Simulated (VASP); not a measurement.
# Sn in VASP: notebook

Sn is run at these levels: PBE, LDA, PBEsol; tasks: single point.

Program: VASP 6.6.1. These are calculated values, not measurements. Logs are shortened: lines on timing, memory, paths and dates and some standing lists are left out, and cuts for length are marked.

### 1 The cell of the first run

Symmetry: I4/mmm, No. 139, tetragonal system. Conventional cell: a = 3.474 Å, b = 3.474 Å, c = 4.634 Å, α = 90.00°, β = 90.00°, γ = 90.00°. Within 4.4 Å of Sn (site symmetry 4/mmm) lie 12 Sn at 3.38 to 3.47 Å.

### 2 Single point, PBE

INCAR

```
SYSTEM = Sn
  PREC = Accurate
  ENCUT = 520
  EDIFF = 1E-6
  ISMEAR = -1
  SIGMA = 0.05
  LREAL = .False.
  LASPH = .True.
  NELM = 100
  ALGO = Fast
  ISIF = 2
  LWAVE = .False.
  LCHARG = .False.
  GGA = PE
  NBANDS = 13
```

KPOINTS

```
Automatic mesh
0
Gamma
  10 10 10
  0 0 0
```

POSCAR

```
Sn
1.0
   -1.7365031552      2.3159375177      1.7392605408
    1.7364809504     -2.3190529794      1.7350934008
    1.7378757008      2.3180192206     -1.7351156136
Sn
1
Direct
    0.0000000000      0.0000000000      0.0000000000
```

Potentials or basis: VASP PAW PBE potentials, release 64 (Sn_d).

Started as:

```
$ cat potpaw_PBE.64/Sn_d/POTCAR > POTCAR
$ mpirun -np 1 vasp_std > vasp.out
```

OUTCAR:

```text
SYSTEM = Sn
   PREC = Accurate
   ENCUT = 520
   EDIFF = 1E-6
   ISMEAR = -1
   LREAL = .False.
   LASPH = .True.
   NELM = 100
   ISIF = 2
   GGA = PE

 ion  position               nearest neighbor table
   1  0.000  0.000  0.000-

  LATTYP: Found a face centered orthorhombic cell.
 ALAT       =     4.6339587953
 B/A-ratio  =     1.0603138573
 C/A-ratio  =     1.0603271299

  Lattice vectors:

 A1 = (   3.4743566512,  -0.0010337588,  -0.0000222128)
 A2 = (   1.7378757008,   2.3180192206,  -1.7351156136)
 A3 = (   1.7378534960,   2.3149037589,   1.7392383280)

Analysis of symmetry for initial positions (statically):
=====================================================================
 Subroutine PRICEL returns:
 Original cell was already a primitive cell.

 Routine SETGRP: Setting up the symmetry group for a
 face centered orthorhombic supercell.

 Subroutine GETGRP returns: Found  8 space group operations
 (whereof  8 operations were pure point group operations)
 out of a pool of  8 trial point group operations.

The static configuration has the point symmetry D_2h.

Analysis of symmetry for dynamics (positions and initial velocities):
=====================================================================
 Subroutine PRICEL returns:
 Original cell was already a primitive cell.

 Routine SETGRP: Setting up the symmetry group for a
 face centered orthorhombic supercell.

 Subroutine GETGRP returns: Found  8 space group operations
 (whereof  8 operations were pure point group operations)
 out of a pool of  8 trial point group operations.

The dynamic configuration has the point symmetry D_2h.

 Subroutine INISYM returns: Found  8 space group operations
 (whereof  8 operations are pure point group operations),
 and found     1 'primitive' translations

----------------------------------------------------------------------------------------

                                     Primitive cell

  volume of cell :      27.9686

  direct lattice vectors                    reciprocal lattice vectors
    -1.736503155  2.315937518  1.739260541     0.000065973  0.215540662  0.288016571
     1.736480950 -2.319052979  1.735093401     0.287824809 -0.000342702  0.287824827
     1.737875701  2.318019221 -1.735115614     0.287887255  0.215712858  0.000195270

  length of vectors
     3.376986382  3.376969340  3.376988488     0.359737858  0.407045906  0.359737608

[... 85 lines left out ...]
   ISYM   =      2    0-nonsym 1-usesym 2-fastsym
   POTIM  = 0.5000    time-step for ionic-motion
   TEBEG  =    0.0;   TEEND  =   0.0 temperature during run
   PSTRESS=    0.0 pullay stress
   NELECT =      14.0000    total number of electrons
   NUPDOWN=      -1.0000    fix difference up-down
   EMIN   =  10.00;   EMAX   =-10.00  energy-range for DOS
   EFERMI =   0.00;   METHOD = LEGACY
   ISMEAR =    -1;   SIGMA  =   0.05  broadening in eV -4-tet -1-fermi 0-gaus
   EFERMI_NEDOS =   21; number of points for ismear=-14 and -15
   IALGO  =     68    algorithm
   IMIX   =      4    mixing-type and parameters
     AMIX     =   0.40;   BMIX     =  1.00
     AMIX_MAG =   1.60;   BMIX_MAG =  1.00
  volume/ion in A,a.u.               =      27.97       188.74
  Fermi-wavevector in a.u.,A,eV,Ry     =   1.299852  2.456364 22.988610  1.689615
  Thomas-Fermi vector in A             =   2.431089
   LORBIT       =      0    0 simple, 1 ext, 2 COOP (PROOUT), +10 PAW based schemes
   GGA     = PE    functional components
   LHFCALC =     F    Hartree Fock is set to
   AEXX    =    0.0000 exact exchange contribution
   IVDW    =     0    specifies the selected vdW correction
   LEPSILON=     F    determine dielectric tensor
   LRPA    =     F    only Hartree local field effects (RPA)
 non-spin polarized calculation
 RMM-DIIS sequential band-by-band and
  energy-cutoff  :      520.00
  volume of cell :       27.97
 maximum number of plane-waves:       772
 NGX is ok and might be reduce to    28
   NGX = 13   NGY = 13   NGZ = 13

 number of electron      13.9999999 magnetization

 Free energy of the ion-electron system (eV)
  ---------------------------------------------------
  ext. energy  EPLUGINS =         0.00000000
  ---------------------------------------------------
  free energy    TOTEN  =        -3.79119539 eV

  energy without entropy =       -3.78739811  energy(sigma->0) =       -3.78929675

 E-fermi :   7.8034     XC(G=0): -10.2308

 val. band max:        7.6927462948   @ k =  -0.4000   0.1000   0.1000
 cond. band min:       7.8091287546   @ k =   0.5000   0.3000   0.5000
 fundamental gap:      0.1163824598
 Fermi energy:         7.8034387781

 k-point     1 :       0.0000    0.0000    0.0000
  band No.  band energies     occupation
      1     -13.7681      2.00000
      2     -13.7681      2.00000
      3     -13.7358      2.00000
      4     -13.7069      2.00000
      5     -13.6691      2.00000
      6      -3.1337      2.00000
      7      15.2015      0.00000
      8      15.3083      0.00000
      9      15.3083      0.00000
     10      18.4102      0.00000
     11      19.4039      0.00000
     12      19.4040      0.00000
     13      19.6668      0.00000
[... 354 lines left out ...]
  band No.  band energies     occupation
      1     -13.8157      2.00000
      2     -13.7587      2.00000
      3     -13.6538      2.00000
      4     -13.6402      2.00000
      5     -13.6190      2.00000
      6       0.1399      2.00000
      7       7.5357      1.99059
      8       9.6471      0.00000
      9      10.8907      0.00000
     10      14.2245      0.00000
     11      15.6873      0.00000
     12      24.2137      0.00000
     13      26.7067      0.00000

 [... further k-points ...]

------------------------ aborting loop because EDIFF is reached ----------------------------------------

  FORCE on cell =-STRESS in cart. coord.  units (eV):
  Direction    XX          YY          ZZ          XY          YZ          ZX
  --------------------------------------------------------------------------------------
  -------------------------------------------------------------------------------------
  Total        0.0031452      0.0048541      0.0031452      0.0000005      0.0000015      0.0000392
  in kB        0.1801745      0.2780671      0.1801744      0.0000267      0.0000865      0.0022452
  external PRESSURE =       0.2128053 kB  Pullay stress =       0.0000000 kB

 VOLUME and BASIS-vectors are now :
 -----------------------------------------------------------------------------
  energy-cutoff  :      520.00
  volume of cell :       27.97
      direct lattice vectors                 reciprocal lattice vectors
    -1.736503155  2.315937518  1.739260541     0.000065973  0.215540662  0.288016571
     1.736480950 -2.319052979  1.735093401     0.287824809 -0.000342702  0.287824827
     1.737875701  2.318019221 -1.735115614     0.287887255  0.215712858  0.000195270

 POSITION                                       TOTAL-FORCE (eV/Angst)
 -----------------------------------------------------------------------------------
      0.00000      0.00000      0.00000        -0.000000      0.000000      0.000000
 -----------------------------------------------------------------------------------
    total drift:                               -0.000000     -0.000000     -0.000000

  FREE ENERGIE OF THE ION-ELECTRON SYSTEM (eV)
  ---------------------------------------------------
  free  energy   TOTEN  =        -3.7911953862 eV

  energy  without entropy=       -3.7873981130  energy(sigma->0) =       -3.78929675
```

stdout:

```text
POSCAR found type information on POSCAR Sn
 POSCAR found :  1 types and       1 ions
 scaLAPACK will be used
 LDA part: xc-table for (Slater+PW92), standard interpolation
 POSCAR, INCAR and KPOINTS ok, starting setup
 FFT: planning ... GRIDC
 FFT: planning ... GRID_SOFT
 FFT: planning ... GRID
 WAVECAR not read
 entering main loop
WARNING in EDDRMM: call to ZHEGV failed, returncode =   6  3     10
WARNING in EDDRMM: call to ZHEGV failed, returncode =   6  3     11
```

Run time: 34 s. Hardware: 1 thread of Intel Xeon 6975P-C (Granite Rapids), shared host; peak memory 0.19 GiB.

Results:

| Item | Value |
| --- | --- |
| Free energy | -3.7912 eV |
| Pressure | 0.0 GPa |
| Band gap on the k mesh | zero (bands 7 and 8 overlap by 9.36 eV) |

Levels at points of the mesh, in eV from the Fermi level:
```
           k point  band 3  band 4  band 5  band 6  band 7  band 8  band 9  band 10  band 11  band 12
(0.00, 0.00, 0.00)  -21.54  -21.51  -21.47  -10.94    7.40    7.50    7.50    10.61    11.60    11.60
(0.50, 0.00, 0.00)  -21.54  -21.43  -21.41   -6.75   -4.49    5.15    6.01     9.61    10.02    10.10
(0.00, 0.50, 0.00)  -21.43  -21.42  -21.39   -5.20   -3.68    2.10    2.49     5.61     5.95    19.59
(0.50, 0.00, 0.50)  -21.43  -21.42  -21.39   -5.20   -3.68    2.10    2.49     5.61     5.95    19.59
(0.50, 0.50, 0.50)  -21.43  -21.40  -21.40   -4.38   -3.16    1.54    1.54     4.78     5.34    19.31
```

Caveat: spin-orbit coupling is left out, which moves the levels of the heavy elements.

### 3 Single point, LDA

This run uses another cell than the first one, of 25.44 Å³/atom.

INCAR

```
PREC = Accurate
ENCUT = 520
EDIFF = 1E-6
ISMEAR = -1
SIGMA = 0.05
LREAL = False
LASPH = True
NELM = 80
ALGO = Fast
ISIF = 2
LWAVE = False
LCHARG = True
GGA = CA
LELF = True
LVHAR = True
NBANDS = 13
```

KPOINTS

```
Automatic mesh
0
Gamma
  10 10 10
```

POSCAR

```
Sn
1.0
   -1.9149542616      1.9145690736      1.7638114823
    1.9150471174     -1.9153982054      1.7623523235
    1.8837514755      1.8844475566     -1.7628834917
Sn
1
Direct
    0.0000000000      0.0000000000      0.0000000000
```

Potentials or basis: VASP PAW LDA potentials, release 64 (Sn_d).

Started as:

```
$ cat potpaw_LDA.64/Sn_d/POTCAR > POTCAR
$ mpirun -np 1 vasp_std > vasp.out
```

OUTCAR:

```text
PREC = Accurate
   ENCUT = 520
   EDIFF = 1E-6
   ISMEAR = -1
   LREAL = False
   LASPH = True
   NELM = 80
   ISIF = 2
   GGA = CA

 ion  position               nearest neighbor table
   1  0.000  0.000  0.000-

  LATTYP: Found a triclinic cell.
 ALAT       =     3.1949053852
 B/A-ratio  =     1.1890570314
 C/A-ratio  =     1.1036833582
 COS(alpha) =     0.0001115725
 COS(beta)  =     0.5519027100
 COS(gamma) =     0.5848631505

  Lattice vectors:

 A1 = (   1.8837514755,   1.8844475566,  -1.7628834917)
 A2 = (   3.7987985929,  -0.0309506488,  -0.0005311682)
 A3 = (  -0.0000928558,   0.0008291318,  -3.5261638058)

Analysis of symmetry for initial positions (statically):
=====================================================================
 Subroutine PRICEL returns:
 Original cell was already a primitive cell.

 Routine SETGRP: Setting up the symmetry group for a
 triclinic supercell.

 Subroutine GETGRP returns: Found  2 space group operations
 (whereof  2 operations were pure point group operations)
 out of a pool of  2 trial point group operations.

The static configuration has the point symmetry S_2 .

Analysis of symmetry for dynamics (positions and initial velocities):
=====================================================================
 Subroutine PRICEL returns:
 Original cell was already a primitive cell.

 Routine SETGRP: Setting up the symmetry group for a
 triclinic supercell.

 Subroutine GETGRP returns: Found  2 space group operations
 (whereof  2 operations were pure point group operations)
 out of a pool of  2 trial point group operations.

The dynamic configuration has the point symmetry S_2 .

 Subroutine INISYM returns: Found  2 space group operations
 (whereof  2 operations are pure point group operations),
 and found     1 'primitive' translations
[... 115 lines left out ...]
  Fermi-wavevector in a.u.,A,eV,Ry     =   1.341520  2.535106 24.486083  1.799676
  Thomas-Fermi vector in A             =   2.469747
   LORBIT       =      0    0 simple, 1 ext, 2 COOP (PROOUT), +10 PAW based schemes
   GGA     = CA    functional components
   LHFCALC =     F    Hartree Fock is set to
   AEXX    =    0.0000 exact exchange contribution
   IVDW    =     0    specifies the selected vdW correction
   LEPSILON=     F    determine dielectric tensor
   LRPA    =     F    only Hartree local field effects (RPA)
 non-spin polarized calculation
 RMM-DIIS sequential band-by-band and
  energy-cutoff  :      520.00
  volume of cell :       25.44
 maximum number of plane-waves:       700
   NGX = 11   NGY = 11   NGZ = 11

 number of electron      14.0000008 magnetization

 Free energy of the ion-electron system (eV)
  ---------------------------------------------------
  ext. energy  EPLUGINS =         0.00000000
  ---------------------------------------------------
  free energy    TOTEN  =        -4.44420398 eV

  energy without entropy =       -4.44052507  energy(sigma->0) =       -4.44236452

 E-fermi :   8.5917     XC(G=0): -10.9187

 val. band max:        8.5690687296   @ k =   0.1000  -0.1000   0.3000
 cond. band min:       8.5992508670   @ k =  -0.4000   0.0000   0.2000
 fundamental gap:      0.0301821374
 Fermi energy:         8.5917145375

 k-point     1 :       0.0000    0.0000    0.0000
  band No.  band energies     occupation
      1     -12.8811      2.00000
      2     -12.8598      2.00000
      3     -12.8367      2.00000
      4     -12.7170      2.00000
      5     -12.6731      2.00000
      6      -2.9597      2.00000
      7      16.5570      0.00000
      8      17.0239      0.00000
      9      17.5185      0.00000
     10      20.8500      0.00000
     11      20.8590      0.00000
     12      20.8740      0.00000
     13      21.7355      0.00000
[... 354 lines left out ...]
  band No.  band energies     occupation
      1     -12.8764      2.00000
      2     -12.8415      2.00000
      3     -12.7364      2.00000
      4     -12.7141      2.00000
      5     -12.6893      2.00000
      6      -1.4326      2.00000
      7       9.7072      0.00000
      8      13.3559      0.00000
      9      15.3746      0.00000
     10      19.4081      0.00000
     11      19.5436      0.00000
     12      21.4740      0.00000
     13      23.9263      0.00000

 [... further k-points ...]

------------------------ aborting loop because EDIFF is reached ----------------------------------------

  FORCE on cell =-STRESS in cart. coord.  units (eV):
  Direction    XX          YY          ZZ          XY          YZ          ZX
  --------------------------------------------------------------------------------------
  -------------------------------------------------------------------------------------
  Total        0.0023654      0.0021951      0.0129085     -0.0042025     -0.0002020      0.0005397
  in kB        0.1489573      0.1382280      0.8128794     -0.2646384     -0.0127189      0.0339852
  external PRESSURE =       0.3666882 kB  Pullay stress =       0.0000000 kB

 VOLUME and BASIS-vectors are now :
 -----------------------------------------------------------------------------
  energy-cutoff  :      520.00
  volume of cell :       25.44
      direct lattice vectors                 reciprocal lattice vectors
    -1.914954262  1.914569074  1.763811482     0.002183874  0.263174661  0.283656137
     1.915047117 -1.915398205  1.762352324     0.263297829  0.002093294  0.283587871
     1.883751475  1.884447557 -1.762883492     0.265403519  0.265405861  0.000055418

 POSITION                                       TOTAL-FORCE (eV/Angst)
 -----------------------------------------------------------------------------------
      0.00000      0.00000      0.00000         0.000000      0.000000      0.000000
 -----------------------------------------------------------------------------------
    total drift:                                0.000000      0.000000     -0.000000

  FREE ENERGIE OF THE ION-ELECTRON SYSTEM (eV)
  ---------------------------------------------------
  free  energy   TOTEN  =        -4.4442039756 eV

  energy  without entropy=       -4.4405250732  energy(sigma->0) =       -4.44236452
```

It took 50 s on 1 thread of Intel Xeon 6975P-C (Granite Rapids), shared host; peak memory 0.24 GiB.

Results:

```yaml
Free_energy: -4.4442 eV
Pressure: 0.0 GPa
Band_gap_on_the_k_mesh: zero (bands 7 and 8 overlap by 10.36 eV)
```

Caveat: spin-orbit coupling is left out, which moves the levels of the heavy elements.

### 4 Single point, PBEsol

This run uses another cell than the first one, of 26.25 Å³/atom.

INCAR

```
SYSTEM = Sn
PREC = Accurate
ENCUT = 520
EDIFF = 1E-6
ISMEAR = -1
SIGMA = 0.05
LREAL = .False.
LASPH = .True.
NELM = 60
ALGO = Fast
ISIF = 2
LWAVE = .False.
LCHARG = .False.
GGA = PS
NBANDS = 13
```

KPOINTS

```
regular mesh
0
Gamma
  10 10 10
  0 0 0
```

POSCAR

```
Sn
1.0
   -1.9899223288      1.9889859158      1.6586688756
    1.9896045218     -1.9913736836      1.6555238309
    1.9899658673      1.9914094411     -1.6568892583
Sn
1
Direct
    0.0000000000      0.0000000000      0.0000000000
```

Potentials or basis: VASP PAW PBE potentials, release 64 (Sn_d).

Started as:

```
$ cat potpaw_PBE.64/Sn_d/POTCAR > POTCAR
$ mpirun -np 1 vasp_std > vasp.out
```

It took 48 s on 1 thread of Intel Xeon 6975P-C (Granite Rapids), shared host; peak memory 0.27 GiB.

Results (log left out):

```
Free energy            : -4.2359 eV
Pressure               : 0.0 GPa
Band gap on the k mesh : zero (bands 7 and 8 overlap by 9.38 eV)
```

Levels at points of the mesh, in eV from the Fermi level:
```
           k point  band 5  band 6  band 7  band 8  band 9  band 10
(0.00, 0.00, 0.00)  -21.24  -11.33    7.20    7.21    9.62    10.73
(0.50, 0.00, 0.00)  -21.18   -5.84   -4.36    3.22    4.54     7.46
(0.00, 0.50, 0.00)  -21.18   -5.84   -4.36    3.22    4.54     7.45
(0.50, 0.50, 0.00)  -21.19   -7.27   -4.87    5.79    7.86    10.47
(0.00, 0.00, 0.50)  -21.19   -7.27   -4.87    5.79    7.86    10.47
(0.50, 0.00, 0.50)  -21.18   -5.84   -4.37    3.22    4.54     7.46
(0.00, 0.50, 0.50)  -21.18   -5.84   -4.37    3.23    4.54     7.46
(0.50, 0.50, 0.50)  -21.17   -3.10   -1.55   -1.54    2.29     3.09
```

Caveat: the PAW data sets were made with another functional, which shifts forces and pressure a little; spin-orbit coupling is left out, which moves the levels of the heavy elements.

### 5 The runs side by side

```tsv
level	potentials or basis	cell	gap on the mesh (eV)	pressure (GPa)
PBE	VASP PAW PBE potentials, release 64 (Sn_d)	a = 3.377 Å, angles 118.1, 93.4, 118.1°, 1 atom	none	0.0
LDA	VASP PAW LDA potentials, release 64 (Sn_d)	a = 3.232, b = 3.231, c = 3.195 Å, angles 107.5, 107.5, 113.9°, 1 atom	none	0.0
PBEsol	VASP PAW PBE potentials, release 64 (Sn_d)	a = 3.266 Å, angles 104.9, 104.9, 119.0°, 1 atom	none	0.0
```

Alike in all rows: task single point; no spin polarisation; k mesh 10 × 10 × 10; cutoff (eV) 520; smearing fermi-dirac 0.05 eV.

Caveats: spin-orbit coupling is left out, which moves the levels of the heavy elements; the PAW data sets were made with another functional, which shifts forces and pressure a little (at least some runs).

Absolute energies hang on the potentials; compare differences alone.
